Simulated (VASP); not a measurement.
# ZrB (I4/mmm) in VASP: a series of runs

The runs below take ZrB through single point, with PBE.

Everything below comes from runs of VASP 6.6.1. Logs are shortened: lines on timing, memory, paths and dates and some standing lists are left out, and cuts for length are marked.

### Step 1. The cell of the first run

The structure is tetragonal, space group I4/mmm (No. 139). Conventional cell: a = 3.796 Å, b = 3.796 Å, c = 3.489 Å, α = 90.00°, β = 90.00°, γ = 90.00°. Zr (site symmetry 4/mmm) has 2 B at 1.74 Å within 2.3 Å. Within 2.3 Å of B (site symmetry 4/mmm) lie 2 Zr at 1.74 Å.

### Step 2. Single point, PBE

Contents of INCAR:

```
SYSTEM = ZrB
PREC = Accurate
ENCUT = 520
EDIFF = 1E-7
ISMEAR = 0
SIGMA = 0.15
LREAL = .FALSE.
LASPH = .TRUE.
NELM = 60
ALGO = Normal
ISIF = 2
LWAVE = .FALSE.
LCHARG = .FALSE.
GGA = PE
NBANDS = 14
```

Contents of KPOINTS:

```
regular mesh
0
G
  20 20 20
  0 0 0
```

Contents of POSCAR:

```
ZrB
1.0
    0.0000000000      2.6840164403      1.7446106862
    2.6840164403      0.0000000000      1.7446106862
    2.6840164403      2.6840164403      0.0000000000
Zr B
1 1
Direct
    0.0000000000      0.0000000000      0.0000000000
    0.5000000000      0.5000000000      0.5000000000
```

Potentials or basis: VASP PAW PBE potentials, release 64 (Zr_sv, B).

On the command line:

```bash
$ cat potpaw_PBE.64/Zr_sv/POTCAR potpaw_PBE.64/B/POTCAR > POTCAR
$ mpirun -np 1 vasp_std > vasp.out
```

OUTCAR:

```text
SYSTEM = ZrB
   PREC = Accurate
   ENCUT = 520
   EDIFF = 1E-7
   ISMEAR = 0
   LREAL = .FALSE.
   LASPH = .TRUE.
   NELM = 60
   ISIF = 2
   GGA = PE

 ion  position               nearest neighbor table
   1  0.000  0.000  0.000-   2 1.74   2 1.74   2 2.68   2 2.68   2 2.68   2 2.68
   2  0.500  0.500  0.500-   1 1.74   1 1.74   1 2.68   1 2.68   1 2.68   1 2.68

  LATTYP: Found a body centered tetragonal cell.
 ALAT       =     3.7957724515
 C/A-ratio  =     0.9192388155

  Lattice vectors:

 A1 = (   0.0000000000,  -2.6840164403,  -1.7446106862)
 A2 = (   0.0000000000,   2.6840164403,  -1.7446106862)
 A3 = (   2.6840164403,   0.0000000000,   1.7446106862)

Analysis of symmetry for initial positions (statically):
=====================================================================
 Subroutine PRICEL returns:
 Original cell was already a primitive cell.

 Routine SETGRP: Setting up the symmetry group for a
 body centered tetragonal supercell.

 Subroutine GETGRP returns: Found 16 space group operations
 (whereof 16 operations were pure point group operations)
 out of a pool of 16 trial point group operations.

The static configuration has the point symmetry D_4h.

Analysis of symmetry for dynamics (positions and initial velocities):
=====================================================================
 Subroutine PRICEL returns:
 Original cell was already a primitive cell.

 Routine SETGRP: Setting up the symmetry group for a
 body centered tetragonal supercell.

 Subroutine GETGRP returns: Found 16 space group operations
 (whereof 16 operations were pure point group operations)
 out of a pool of 16 trial point group operations.

The dynamic configuration has the point symmetry D_4h.

 Subroutine INISYM returns: Found 16 space group operations
 (whereof 16 operations are pure point group operations),
 and found     1 'primitive' translations

----------------------------------------------------------------------------------------

                                     Primitive cell

  volume of cell :      25.1362

  direct lattice vectors                    reciprocal lattice vectors
     0.000000000  2.684016440  1.744610686    -0.186287980  0.186287980  0.286596892
     2.684016440  0.000000000  1.744610686     0.186287980 -0.186287980  0.286596892
     2.684016440  2.684016440  0.000000000     0.186287980  0.186287980 -0.286596892

  length of vectors
     3.201188951  3.201188951  3.795772452     0.389286785  0.389286785  0.389286785

  position of ions in fractional coordinates (direct lattice)
     0.000000000  0.000000000  0.000000000
     0.500000000  0.500000000  0.500000000

  ion indices of the primitive-cell ions
   primitive index   ion index
                 1           1
                 2           2

----------------------------------------------------------------------------------------

 KPOINTS: regular mesh

Automatic generation of k-mesh.
 Grid dimensions read from file:
 generate k-points for:   20   20   20

 Generating k-lattice:

  Cartesian coordinates                     Fractional coordinates (reciprocal lattice)
    -0.009314399  0.009314399  0.014329845     0.050000000 -0.000000000  0.000000000
     0.009314399 -0.009314399  0.014329845    -0.000000000  0.050000000  0.000000000
     0.009314399  0.009314399 -0.014329845     0.000000000  0.000000000  0.050000000

  Length of vectors
     0.019464339  0.019464339  0.019464339

  Shift w.r.t. Gamma in fractional coordinates (k-lattice)
     0.000000000  0.000000000  0.000000000

 Subroutine IBZKPT returns following result:
 ===========================================

 Found    641 irreducible k-points:

 Following reciprocal coordinates:
            Coordinates               Weight
  0.000000  0.000000  0.000000      1.000000
  0.050000  0.000000  0.000000      8.000000
  0.100000  0.000000  0.000000      8.000000
  0.150000  0.000000  0.000000      8.000000
  0.200000  0.000000  0.000000      8.000000
  0.250000 -0.000000  0.000000      8.000000
[... 16 lines left out ...]
 -0.400000  0.050000  0.000000      8.000000
 -0.350000  0.050000  0.000000      8.000000
 [... further k-points ...]
   k-points           NKPTS =    641   k-points in BZ     NKDIM =    641   number of bands    NBANDS=     14
   number of dos      NEDOS =    301   number of ions     NIONS =      2
   total plane-waves  NPLWV =  16128
   dimension x,y,z NGX =    24 NGY =   24 NGZ =   28
   dimension x,y,z NGXF=    48 NGYF=   48 NGZF=   56
   ions per type =               1   1
   NGX,Y,Z   is equivalent  to a cutoff of  12.46, 12.46, 12.26 a.u.
   NGXF,Y,Z  is equivalent  to a cutoff of  24.93, 24.93, 24.53 a.u.
 SYSTEM =  ZrB
   PREC   = accura    normal or accurate (medium, high low for compatibility)
   ISTART =      0    job   : 0-new  1-cont  2-samecut
   ICHARG =      2    charge: 1-file 2-atom 10-const
   ISPIN  =      1    spin polarized calculation?
   LNONCOLLINEAR =      F non collinear calculations
   LSORBIT =      F    spin-orbit coupling
   LASPH  =      T    aspherical Exc in radial PAW
   ENCUT  =  520.0 eV  38.22 Ry    6.18 a.u.   5.95  5.95  7.06*2*pi/ulx,y,z
   NELM   =     60;   NELMIN=  2; NELMDL= -5     # of ELM steps
   EDIFF  = 0.1E-06   stopping-criterion for ELM
   LREAL  =      F    real-space projection
   EDIFFG = 0.1E-05   stopping-criterion for IOM
   NSW    =      0    number of steps for IOM
   IBRION =     -1    ionic relax: 0-MD 1-quasi-New 2-CG
   NFREE  =      0    steps in history (QN), initial steepest desc. (CG)
   ISIF   =      2    stress and relaxation
   ISYM   =      2    0-nonsym 1-usesym 2-fastsym
   POTIM  = 0.5000    time-step for ionic-motion
   TEBEG  =    0.0;   TEEND  =   0.0 temperature during run
   PSTRESS=    0.0 pullay stress
   NELECT =      15.0000    total number of electrons
   NUPDOWN=      -1.0000    fix difference up-down
   EMIN   =  10.00;   EMAX   =-10.00  energy-range for DOS
   EFERMI =   0.00;   METHOD = LEGACY
   ISMEAR =     0;   SIGMA  =   0.15  broadening in eV -4-tet -1-fermi 0-gaus
   EFERMI_NEDOS =   21; number of points for ismear=-14 and -15
   IALGO  =     38    algorithm
   IMIX   =      4    mixing-type and parameters
     AMIX     =   0.40;   BMIX     =  1.00
     AMIX_MAG =   1.60;   BMIX_MAG =  1.00
  volume/ion in A,a.u.               =      12.57        84.81
  Fermi-wavevector in a.u.,A,eV,Ry     =   1.378285  2.604581 25.846565  1.899669
  Thomas-Fermi vector in A             =   2.503360
   LORBIT       =      0    0 simple, 1 ext, 2 COOP (PROOUT), +10 PAW based schemes
   GGA     = PE    functional components
   LHFCALC =     F    Hartree Fock is set to
   AEXX    =    0.0000 exact exchange contribution
   IVDW    =     0    specifies the selected vdW correction
   LEPSILON=     F    determine dielectric tensor
   LRPA    =     F    only Hartree local field effects (RPA)
 non-spin polarized calculation
 Gauss-broadening in eV      SIGMA  =   0.15
  energy-cutoff  :      520.00
  volume of cell :       25.14
 maximum number of plane-waves:       695
   NGX = 11   NGY = 11   NGZ = 13

 number of electron      15.0000000 magnetization

 Free energy of the ion-electron system (eV)
  ---------------------------------------------------
  ext. energy  EPLUGINS =         0.00000000
  ---------------------------------------------------
  free energy    TOTEN  =       -10.90041305 eV

  energy without entropy =      -10.89235584  energy(sigma->0) =      -10.89638444

 E-fermi :   9.8997     XC(G=0): -11.9503

 val. band max:        9.8836193124   @ k =   0.4500   0.3000   0.1000
 cond. band min:       9.9040608905   @ k =   0.5000   0.5000   0.0000
 fundamental gap:      0.0204415781
 Fermi energy:         9.8997281722

 k-point     1 :       0.0000    0.0000    0.0000
  band No.  band energies     occupation
      1     -38.2437      2.00000
      2     -17.2822      2.00000
      3     -15.7566      2.00000
      4     -15.7566      2.00000
      5       1.1611      2.00000
      6       9.7855      1.71836
      7      10.0652      0.11884
      8      10.2900      0.00023
      9      10.2900      0.00023
     10      11.6421      0.00000
     11      11.6421      0.00000
     12      14.0214      0.00000
     13      18.8313      0.00000
     14      22.3508      0.00000

 k-point     2 :       0.0500    0.0000    0.0000
  band No.  band energies     occupation
      1     -38.2412      2.00000
      2     -17.2893      2.00000
      3     -15.7671      2.00000
      4     -15.7637      2.00000
      5       1.2404      2.00000
      6       9.5198      1.99966
      7       9.7280      1.89466
      8      10.0608      0.12878
      9      10.2268      0.00205
     10      12.1705      0.00000
     11      12.2093      0.00000
     12      13.9876      0.00000
     13      18.7280      0.00000
     14      22.4208      0.00000

 k-point     3 :       0.1000    0.0000    0.0000
  band No.  band energies     occupation
      1     -38.2339      2.00000
      2     -17.3107      2.00000
      3     -15.7963      2.00000
      4     -15.7841      2.00000
      5       1.4743      2.00000
      6       8.7697      2.00000
      7       8.9745      2.00000
      8       9.9814      0.44134
      9      10.4477      0.00000
     10      13.0280      0.00000
     11      13.2390      0.00000
     12      13.9685      0.00000
     13      18.4563      0.00000
     14      22.5321      0.00000
[... 324 lines left out ...]
 k-point    23 :      -0.4000    0.0500    0.0000
  band No.  band energies     occupation
      1     -38.1451      2.00000
      2     -17.6247      2.00000
      3     -16.0380      2.00000
      4     -16.0253      2.00000
      5       4.4104      2.00000
      6       5.4938      2.00000
      7       6.0930      2.00000
      8       9.4671      1.99995
      9      13.0930      0.00000
     10      14.4939      0.00000
     11      16.4791      0.00000
     12      18.7605      0.00000
     13      19.6903      0.00000
     14      20.4470      0.00000

 k-point    24 :      -0.3500    0.0500    0.0000
  band No.  band energies     occupation
      1     -38.1562      2.00000
      2     -17.5741      2.00000
      3     -16.0259      2.00000
      4     -15.9962      2.00000
      5       3.9307      2.00000
      6       5.6353      2.00000
      7       6.3866      2.00000
      8       9.9126      0.90324
      9      13.2691      0.00000
     10      13.6747      0.00000
     11      16.2299      0.00000
     12      18.7815      0.00000
     13      19.3545      0.00000
     14      19.5368      0.00000

 [... further k-points ...]
[... 5 lines left out ...]
  --------------------------------------------------------------------------------------
  -------------------------------------------------------------------------------------
  Total       -0.5107477     -0.5107477     37.2684887      0.0000000     -0.0000000      0.0000000
  in kB      -32.5550354    -32.5550354   2375.4915875      0.0000000     -0.0000000      0.0000000
  external PRESSURE =     770.1271722 kB  Pullay stress =       0.0000000 kB

 VOLUME and BASIS-vectors are now :
 -----------------------------------------------------------------------------
  energy-cutoff  :      520.00
  volume of cell :       25.14
      direct lattice vectors                 reciprocal lattice vectors
     0.000000000  2.684016440  1.744610686    -0.186287980  0.186287980  0.286596892
     2.684016440  0.000000000  1.744610686     0.186287980 -0.186287980  0.286596892
     2.684016440  2.684016440  0.000000000     0.186287980  0.186287980 -0.286596892

 POSITION                                       TOTAL-FORCE (eV/Angst)
 -----------------------------------------------------------------------------------
      0.00000      0.00000      0.00000         0.000000      0.000000     -0.000000
      2.68402      2.68402      1.74461         0.000000      0.000000      0.000000
 -----------------------------------------------------------------------------------
    total drift:                                0.000000     -0.000000     -0.000000

  FREE ENERGIE OF THE ION-ELECTRON SYSTEM (eV)
  ---------------------------------------------------
  free  energy   TOTEN  =       -10.9004130515 eV

  energy  without entropy=      -10.8923558369  energy(sigma->0) =      -10.89638444
```

Wall time 3.4 min (1 thread of AMD EPYC 7R43 (Zen 3), shared host); peak memory 0.31 GiB.

What came out:

```
Free energy : -10.9004 eV
Pressure    : 77.0 GPa
```

Levels at points of the mesh, in eV from the Fermi level:
| k point | band 5 | band 6 | band 7 | band 8 | band 9 | band 10 |
| --- | --- | --- | --- | --- | --- | --- |
| (0.00, 0.00, 0.00) | -8.74 | -0.11 | 0.17 | 0.39 | 0.39 | 1.74 |
| (0.50, 0.00, 0.00) | -5.44 | -4.16 | -2.88 | -2.44 | 3.10 | 5.45 |
| (0.50, 0.50, 0.00) | -7.40 | -2.67 | 0.00 | 0.00 | 4.32 | 4.32 |
| (0.50, 0.00, 0.50) | -7.42 | -2.33 | -0.93 | 1.25 | 1.39 | 3.80 |

### Step 3. Single point, PBE

This run uses another cell than the first one, of the same volume but with other edges.

INCAR is that of step 2.

KPOINTS is that of step 2.

Contents of POSCAR:

```
ZrB
1.0
    0.0000000000      2.0310745805      3.0466118708
    2.0310745805      0.0000000000      3.0466118708
    2.0310745805      2.0310745805      0.0000000000
Zr B
1 1
Direct
    0.0000000000      0.0000000000      0.0000000000
    0.5000000000      0.5000000000      0.5000000000
```

Potentials or basis: VASP PAW PBE potentials, release 64 (Zr_sv, B).

On the command line:

```bash
$ cat potpaw_PBE.64/Zr_sv/POTCAR potpaw_PBE.64/B/POTCAR > POTCAR
$ mpirun -np 1 vasp_std > vasp.out
```

Run time: 5 min. Hardware: 1 thread of AMD EPYC 7R43 (Zen 3), shared host; peak memory 0.3 GiB.

It converged, with:

```
Free energy : -12.1867 eV
Pressure    : 75.6 GPa
```

Stress tensor (GPa, compression positive):
```
124.84   0.00   0.00
  0.00 124.84   0.00
  0.00   0.00 -22.99
```

Levels at points of the mesh, in eV from the Fermi level:
```
           k point  band 5  band 6  band 7  band 8  band 9  band 10  band 11  band 12
(0.00, 0.00, 0.00)   -8.64   -1.34   -0.90    1.62    3.51     3.51     4.42     4.42
(0.50, 0.00, 0.00)   -4.78   -3.52   -2.87   -2.46    4.72     5.42     6.39     8.62
(0.50, 0.50, 0.00)   -7.51   -2.83   -1.95    4.05    4.05     5.34     5.68     5.68
(0.50, 0.00, 0.50)   -7.64   -1.25    1.02    1.78    2.69     3.26     3.95     9.05
```

### Step 4. Single point, PBE

This run uses another cell than the first one, of the same volume but with other edges.

Contents of INCAR:

```
SYSTEM = ZrB
PREC     = Accurate       ! precision mode
ENCUT    = 520            ! plane-wave cutoff, eV
EDIFF    = 1E-6           ! SCF threshold, eV
ISMEAR   = 0              ! smearing method
SIGMA    = 0.15           ! smearing width, eV
LREAL    = .False.        ! projectors in reciprocal space
LASPH    = .True.         ! aspherical terms in the spheres
NELM     = 60             ! most SCF steps
ALGO     = Normal         ! electronic algorithm
ISIF     = 2              ! what is computed and relaxed
LWAVE    = .False.        ! write WAVECAR
LCHARG   = .True.         ! write CHGCAR
GGA      = PE             ! functional
LELF     = .True.         ! ELF
LVHAR    = .True.       
NBANDS   = 14             ! bands
```

Contents of KPOINTS:

```
regular mesh
0
Gamma
  20 20 20
  0 0 0
```

Contents of POSCAR:

```
ZrB
1.0
    0.0000000000      2.3568532733      2.2625791424
    2.3568532733      0.0000000000      2.2625791424
    2.3568532733      2.3568532733      0.0000000000
Zr B
1 1
Direct
    0.0000000000      0.0000000000      0.0000000000
    0.5000000000      0.5000000000      0.5000000000
```

On the command line:

```bash
$ cat potpaw_PBE.64/Zr_sv/POTCAR potpaw_PBE.64/B/POTCAR > POTCAR
$ mpirun -np 1 vasp_std > vasp.out
```

It took 4.2 min on 1 thread of AMD EPYC 7R43 (Zen 3), shared host; peak memory 0.3 GiB.

It converged, with:

```yaml
Free_energy: -15.5456 eV
Pressure: 35.4 GPa
```

Stress tensor (GPa, compression positive):
```
28.64  0.00  0.00
 0.00 28.64  0.00
 0.00  0.00 48.79
```

Levels at points of the mesh, in eV from the Fermi level:
| k point | band 6 | band 7 | band 8 | band 9 | band 10 | band 11 |
| --- | --- | --- | --- | --- | --- | --- |
| (0.00, 0.00, 0.00) | 1.76 | 1.76 | 2.23 | 3.46 | 3.70 | 3.70 |
| (0.50, 0.00, 0.00) | -3.61 | -1.50 | -1.38 | 5.61 | 5.93 | 7.39 |
| (0.50, 0.50, 0.00) | -1.17 | 0.07 | 2.34 | 2.34 | 5.52 | 6.90 |
| (0.50, 0.00, 0.50) | -1.11 | -0.48 | 2.50 | 2.79 | 5.40 | 6.72 |

### Step 5. Summary

```csv
cell,gap on the mesh (eV),pressure (GPa)
"a = 3.201, b = 3.201, c = 3.796 Å, angles 53.6, 53.6, 72.7°, 2 atoms",none,77.0
"a = 3.662, b = 3.662, c = 2.872 Å, angles 66.9, 66.9, 46.2°, 2 atoms",none,75.6
"a = 3.267, b = 3.267, c = 3.333 Å, angles 59.3, 59.3, 61.3°, 2 atoms",none,35.4
```

Alike in all rows: task single point; level PBE; potentials or basis VASP PAW PBE potentials, release 64 (Zr_sv, B); no spin polarisation; k mesh 20 × 20 × 20; cutoff (eV) 520; smearing gaussian 0.15 eV.

Absolute energies hang on the potentials; compare differences alone.
